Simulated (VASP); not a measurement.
A run of VASP 6.6.1 is set up as follows.

File INCAR:

```
SYSTEM = InAs
ALGO = Normal
EDIFF = 1E-6
ENCUT = 520
ISIF = 2
ISMEAR = -1
LASPH = .TRUE.
LCHARG = .TRUE.
LELF = .TRUE.
LREAL = .FALSE.
LVHAR = .TRUE.
LWAVE = .FALSE.
NBANDS = 16
NELM = 80
PREC = Accurate
SIGMA = 0.05
```

Contents of KPOINTS:

```
k-points
0
G
  8 8 8
  0 0 0
```

Contents of POSCAR:

```
InAs
1.0
    0.0000000000      3.0771914981      3.0771914981
    3.0771914981      0.0000000000      3.0771914981
    3.0771914981      3.0771914981      0.0000000000
In As
1 1
Direct
    0.0000000000      0.0000000000      0.0000000000
    0.7500000000      0.7500000000      0.7500000000
```

Potentials or basis: VASP PAW LDA potentials, release 64 (In_d, As).

The run is started by

```sh
$ cat potpaw_LDA.64/In_d/POTCAR potpaw_LDA.64/As/POTCAR > POTCAR
$ mpirun -np 1 vasp_std > vasp.out
```

Question: Estimate the band gap on the k mesh.

Answer: Zero (filled and empty bands touch).

Question: Predict the pressure.

Answer: -3.2 GPa.

Caveat: spin-orbit coupling is left out, which moves the levels of the heavy elements.
